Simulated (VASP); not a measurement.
# Al (Fm-3m) in VASP: notebook

Al is run at these levels: PBEsol; tasks: single point, relaxation of cell and atoms.

Program: VASP 6.6.1. These are calculated values, not measurements. Logs are shortened: lines on timing, memory, paths and dates and some standing lists are left out, and cuts for length are marked.

## 1. The cell of the first run

It takes space group Fm-3m (No. 225, cubic). The conventional cell has a = 4.021 Å, b = 4.021 Å, c = 4.021 Å, α = 90.00°, β = 90.00°, γ = 90.00°. Within 3.7 Å of Al (site symmetry m-3m) lie 12 Al at 2.84 Å.

## 2. Single point, PBEsol

INCAR reads:

```
SYSTEM = Al
PREC = Accurate ; ENCUT = 500
EDIFF = 1E-6 ; ISMEAR = -1
SIGMA = 0.05 ; LREAL = .False.
LASPH = .True. ; NELM = 120
ALGO = Normal ; ISIF = 2
LWAVE = .False. ; LCHARG = .False.
GGA = PS ; NBANDS = 8
GGA_COMPAT = .False.
```

KPOINTS reads:

```
Automatic mesh
0
Gamma
  9 9 9
  0 0 0
```

POSCAR reads:

```
Al
1.0
    0.0000000000      2.0104944209      2.0104944209
    2.0104944209      0.0000000000      2.0104944209
    2.0104944209      2.0104944209      0.0000000000
Al
1
Direct
    0.0000000000      0.0000000000      0.0000000000
```

Potentials or basis: VASP PAW PBE potentials, release 64 (Al).

Command:

```
cat potpaw_PBE.64/Al/POTCAR > POTCAR
mpirun -np 1 vasp_std > vasp.out
```

OUTCAR:

```text
SYSTEM = Al
   PREC = Accurate
   ENCUT = 500
   EDIFF = 1E-6
   ISMEAR = -1
   LREAL = .False.
   LASPH = .True.
   NELM = 120
   ISIF = 2
   GGA = PS

 ion  position               nearest neighbor table
   1  0.000  0.000  0.000-

  LATTYP: Found a face centered cubic cell.
 ALAT       =     4.0209888418

  Lattice vectors:

 A1 = (   0.0000000000,   2.0104944209,   2.0104944209)
 A2 = (   2.0104944209,   0.0000000000,   2.0104944209)
 A3 = (   2.0104944209,   2.0104944209,   0.0000000000)

Analysis of symmetry for initial positions (statically):
=====================================================================
 Subroutine PRICEL returns:
 Original cell was already a primitive cell.

 Routine SETGRP: Setting up the symmetry group for a
 face centered cubic supercell.

 Subroutine GETGRP returns: Found 48 space group operations
 (whereof 48 operations were pure point group operations)
 out of a pool of 48 trial point group operations.

The static configuration has the point symmetry O_h .

Analysis of symmetry for dynamics (positions and initial velocities):
=====================================================================
 Subroutine PRICEL returns:
 Original cell was already a primitive cell.

 Routine SETGRP: Setting up the symmetry group for a
 face centered cubic supercell.

 Subroutine GETGRP returns: Found 48 space group operations
 (whereof 48 operations were pure point group operations)
 out of a pool of 48 trial point group operations.

The dynamic configuration has the point symmetry O_h .

 Subroutine INISYM returns: Found 48 space group operations
 (whereof 48 operations are pure point group operations),
 and found     1 'primitive' translations

----------------------------------------------------------------------------------------

                                     Primitive cell

  volume of cell :      16.2532

  direct lattice vectors                    reciprocal lattice vectors
     0.000000000  2.010494421  2.010494421    -0.248695045  0.248695045  0.248695045
     2.010494421  0.000000000  2.010494421     0.248695045 -0.248695045  0.248695045
     2.010494421  2.010494421  0.000000000     0.248695045  0.248695045 -0.248695045

  length of vectors
     2.843268477  2.843268477  2.843268477     0.430752453  0.430752453  0.430752453

  position of ions in fractional coordinates (direct lattice)
     0.000000000  0.000000000  0.000000000

  ion indices of the primitive-cell ions
[... 70 lines left out ...]
   LSORBIT =      F    spin-orbit coupling
   LASPH  =      T    aspherical Exc in radial PAW
   ENCUT  =  500.0 eV  36.75 Ry    6.06 a.u.   5.18  5.18  5.18*2*pi/ulx,y,z
   NELM   =    120;   NELMIN=  2; NELMDL= -5     # of ELM steps
   EDIFF  = 0.1E-05   stopping-criterion for ELM
   LREAL  =      F    real-space projection
   EDIFFG = 0.1E-04   stopping-criterion for IOM
   NSW    =      0    number of steps for IOM
   IBRION =     -1    ionic relax: 0-MD 1-quasi-New 2-CG
   NFREE  =      0    steps in history (QN), initial steepest desc. (CG)
   ISIF   =      2    stress and relaxation
   ISYM   =      2    0-nonsym 1-usesym 2-fastsym
   POTIM  = 0.5000    time-step for ionic-motion
   TEBEG  =    0.0;   TEEND  =   0.0 temperature during run
   PSTRESS=    0.0 pullay stress
   NELECT =       3.0000    total number of electrons
   NUPDOWN=      -1.0000    fix difference up-down
   EMIN   =  10.00;   EMAX   =-10.00  energy-range for DOS
   EFERMI =   0.00;   METHOD = LEGACY
   ISMEAR =    -1;   SIGMA  =   0.05  broadening in eV -4-tet -1-fermi 0-gaus
   EFERMI_NEDOS =   21; number of points for ismear=-14 and -15
   IALGO  =     38    algorithm
   IMIX   =      4    mixing-type and parameters
     AMIX     =   0.40;   BMIX     =  1.00
     AMIX_MAG =   1.60;   BMIX_MAG =  1.00
  volume/ion in A,a.u.               =      16.25       109.68
  Fermi-wavevector in a.u.,A,eV,Ry     =   0.932114  1.761440 11.821239  0.868837
  Thomas-Fermi vector in A             =   2.058678
   LORBIT       =      0    0 simple, 1 ext, 2 COOP (PROOUT), +10 PAW based schemes
   GGA     = PS    functional components
   LHFCALC =     F    Hartree Fock is set to
   AEXX    =    0.0000 exact exchange contribution
   IVDW    =     0    specifies the selected vdW correction
   LEPSILON=     F    determine dielectric tensor
   LRPA    =     F    only Hartree local field effects (RPA)
 non-spin polarized calculation
  energy-cutoff  :      500.00
  volume of cell :       16.25
 maximum number of plane-waves:       424
 NGX is ok and might be reduce to    24
   NGX = 11   NGY = 11   NGZ = 11

 number of electron       3.0000000 magnetization

 Free energy of the ion-electron system (eV)
  ---------------------------------------------------
  ext. energy  EPLUGINS =         0.00000000
  ---------------------------------------------------
  free energy    TOTEN  =        -4.06379566 eV

  energy without entropy =       -4.05834443  energy(sigma->0) =       -4.06107004

 E-fermi :   8.0767     XC(G=0): -10.3113

 val. band max:        7.9693778698   @ k =   0.4444   0.4444   0.0000
 cond. band min:       8.1086761356   @ k =  -0.4444   0.3333   0.1111
 fundamental gap:      0.1392982658
 Fermi energy:         8.0766707272

 k-point     1 :       0.0000    0.0000    0.0000
  band No.  band energies     occupation
      1      -3.1260      2.00000
      2      20.7873      0.00000
      3      20.7873      0.00000
      4      20.7873      0.00000
      5      22.3934      0.00000
      6      22.3934      0.00000
      7      22.3934      0.00000
      8      24.7036      0.00000
[... 243 lines left out ...]
 k-point    24 :       0.4444    0.4444    0.0000
  band No.  band energies     occupation
      1       3.8746      2.00000
      2       7.9694      1.79056
      3      13.4765      0.00000
      4      13.8612      0.00000
      5      13.8612      0.00000
      6      17.4077      0.00000
      7      33.2490      0.00000
      8      34.8357      0.00000

 [... further k-points ...]
[... 5 lines left out ...]
  --------------------------------------------------------------------------------------
  -------------------------------------------------------------------------------------
  Total        0.0060840      0.0060840      0.0060840      0.0000000      0.0000000      0.0000000
  in kB        0.5997338      0.5997338      0.5997338      0.0000000      0.0000000      0.0000000
  external PRESSURE =       0.5997338 kB  Pullay stress =       0.0000000 kB

 VOLUME and BASIS-vectors are now :
 -----------------------------------------------------------------------------
  energy-cutoff  :      500.00
  volume of cell :       16.25
      direct lattice vectors                 reciprocal lattice vectors
     0.000000000  2.010494421  2.010494421    -0.248695045  0.248695045  0.248695045
     2.010494421  0.000000000  2.010494421     0.248695045 -0.248695045  0.248695045
     2.010494421  2.010494421  0.000000000     0.248695045  0.248695045 -0.248695045

 POSITION                                       TOTAL-FORCE (eV/Angst)
 -----------------------------------------------------------------------------------
      0.00000      0.00000      0.00000         0.000000      0.000000      0.000000
 -----------------------------------------------------------------------------------
    total drift:                                0.000000     -0.000000     -0.000000

  FREE ENERGIE OF THE ION-ELECTRON SYSTEM (eV)
  ---------------------------------------------------
  free  energy   TOTEN  =        -4.0637956564 eV

  energy  without entropy=       -4.0583444271  energy(sigma->0) =       -4.06107004
```

OSZICAR:

```text
N       E                     dE             d eps       ncg     rms          rms(c)
DAV:   1    -0.263547752235E+01   -0.26355E+01   -0.79241E+02   560   0.191E+02
DAV:   2    -0.408429015509E+01   -0.14488E+01   -0.13690E+01   776   0.185E+01
DAV:   3    -0.409208228896E+01   -0.77921E-02   -0.77908E-02   704   0.144E+00
DAV:   4    -0.409211283458E+01   -0.30546E-04   -0.30545E-04   832   0.821E-02
DAV:   5    -0.409211287687E+01   -0.42297E-07   -0.42320E-07   728   0.214E-03    0.142E+00
DAV:   6    -0.407524004694E+01    0.16873E-01   -0.20438E-03   760   0.189E-01    0.807E-01
DAV:   7    -0.406381145975E+01    0.11429E-01   -0.56325E-03   744   0.304E-01    0.170E-01
DAV:   8    -0.406379632874E+01    0.15131E-04   -0.19272E-05   784   0.295E-02    0.109E-02
DAV:   9    -0.406379565640E+01    0.67235E-06   -0.33564E-07   728   0.275E-03
   1 F= -.40637957E+01 E0= -.40610700E+01  d E =-.545123E-02
```

Wall time 2.3 s (1 thread of Intel Xeon 6975P-C (Granite Rapids), shared host); peak memory 0.12 GiB.

Results:

```
Free energy            : -4.0638 eV
Pressure               : 0.1 GPa
Band gap on the k mesh : zero (an odd number of electrons rules out a gap without spin polarisation)
```

Levels at points of the mesh, in eV from the Fermi level:
```
           k point  band 1  band 2  band 3  band 4  band 5
(0.00, 0.00, 0.00)  -11.20   12.71   12.71   12.71   14.32
```

Caveat: the PAW data sets were made with another functional, which shifts forces and pressure a little.

## 3. Relaxation of cell and atoms, PBEsol

This run uses another cell than the first one, of 16.60 Å³/atom.

INCAR reads:

```
SYSTEM = Al
ALGO = Normal ; EDIFF = 1E-7
EDIFFG = -0.02 ; ENCUT = 500
GGA = PS ; GGA_COMPAT = .FALSE.
IBRION = 2 ; ISIF = 3
ISMEAR = -1 ; LASPH = .TRUE.
LCHARG = .FALSE. ; LREAL = .FALSE.
LWAVE = .FALSE. ; NELM = 120
NELMIN = 4 ; NSW = 60
PREC = Accurate ; SIGMA = 0.05
```

KPOINTS reads:

```
k-points
0
G
  9 9 9
  0 0 0
```

POSCAR reads:

```
Al
1.0
    0.0000000000      2.0248050000      2.0248050000
    2.0248050000      0.0000000000      2.0248050000
    2.0248050000      2.0248050000      0.0000000000
Al
1
Direct
    0.0000000000      0.0000000000      0.0000000000
```

Potentials or basis: VASP PAW PBE potentials, release 64 (Al).

Command:

```
cat potpaw_PBE.64/Al/POTCAR > POTCAR
mpirun -np 1 vasp_std > vasp.out
```

Wall time 3.4 s (1 thread of Intel Xeon 6975P-C (Granite Rapids), shared host); peak memory 0.12 GiB.

The run converged. Its results:

| Quantity | Value |
| --- | --- |
| Free energy | -4.0638 eV |
| Relaxed volume | 16.26 Å³/atom |
| Relaxed cell | a = 2.844 Å, b = 2.844 Å, c = 2.844 Å, α = 60.00°, β = 60.00°, γ = 60.00° |
| Space group after relaxing (to 0.1 Å) | Fm-3m (No. 225) |
| Energy gained by relaxing | 1.7 meV/atom |
| Ionic steps | 3 |
| Pressure after relaxing | 0.0 GPa |
| Band gap on the k mesh | zero (an odd number of electrons rules out a gap without spin polarisation) |

Step by step:
```csv
step,energy change (eV),largest force (eV/Å),pressure (GPa),volume (Å³)
1,0.0000,0.0000,-1.63,16.60
2,-0.0017,0.0000,0.33,16.20
3,-0.0017,0.0000,0.00,16.26
```

Final structure:
```
Al
1.0
     0.00000    2.01096    2.01096
     2.01096    0.00000    2.01096
     2.01096    2.01096    0.00000
Al
1
Direct
  0.00000 0.00000 0.00000
```

Levels at points of the mesh, in eV from the Fermi level:
```tsv
k point	band 1	band 2	band 3	band 4
(0.00, 0.00, 0.00)	-11.20	12.71	12.71	12.71
```

Caveat: the PAW data sets were made with another functional, which shifts forces and pressure a little.
